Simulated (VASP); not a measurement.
Wanted: the native input for a VASP 6.6.1 run.

- Task: electric field gradients
- Functional: PBE
- Potentials or basis: VASP PAW PBE potentials, release 64 (Ag, Br)
- Cutoff: 400 eV
- k mesh: 7 × 7 × 7
- Occupations: fermi-dirac, width 0.02 eV
- Spin: no spin polarisation
- Dipole correction: no
- Further INCAR settings: ALGO = Normal; EDIFF = 1e-08; NBANDS = 16

The structure of AgBr lies in POSCAR:

```
AgBr
1.0
    0.0000000000      2.8617963323      2.8617963323
    2.8617963323      0.0000000000      2.8617963323
    2.8617963323      2.8617963323      0.0000000000
Ag Br
1 1
Direct
    0.5000000000      0.5000000000      0.5000000000
    0.0000000000      0.0000000000      0.0000000000
```

This cell differs from its parent crystal: volume scaled by 0.975.

One way to write it, as run:

INCAR

```
SYSTEM = AgBr
  ALGO = Normal
  EDIFF = 1E-8
  ENCUT = 400
  GGA = PE
  GGA_COMPAT = .FALSE.
  ISIF = 2
  ISMEAR = -1
  LASPH = .TRUE.
  LCHARG = .FALSE.
  LEFG = .TRUE.
  LREAL = .FALSE.
  LWAVE = .FALSE.
  NBANDS = 16
  NELM = 120
  PREC = Accurate
  SIGMA = 0.02
```

KPOINTS

```
k-points
0
G
  7 7 7
  0 0 0
```

Potentials or basis: VASP PAW PBE potentials, release 64 (Ag, Br).

Run with:

```bash
$ cat potpaw_PBE.64/Ag/POTCAR potpaw_PBE.64/Br/POTCAR > POTCAR
$ mpirun -np 1 vasp_std > vasp.out
```

Results of the run:

- Pressure: 2.5 GPa
- Band gap on the k mesh: 0.74 eV, indirect (least direct gap 2.64 eV)

Caveat: without QUAD_EFG the Cq values of the log hold for a quadrupole moment of 1 mb, not for the nuclei.

Wall time 6.7 s on 1 thread of Intel(R) Xeon(R) 6975P-C (Granite Rapids), on a shared host, peak memory 0.15 GiB.
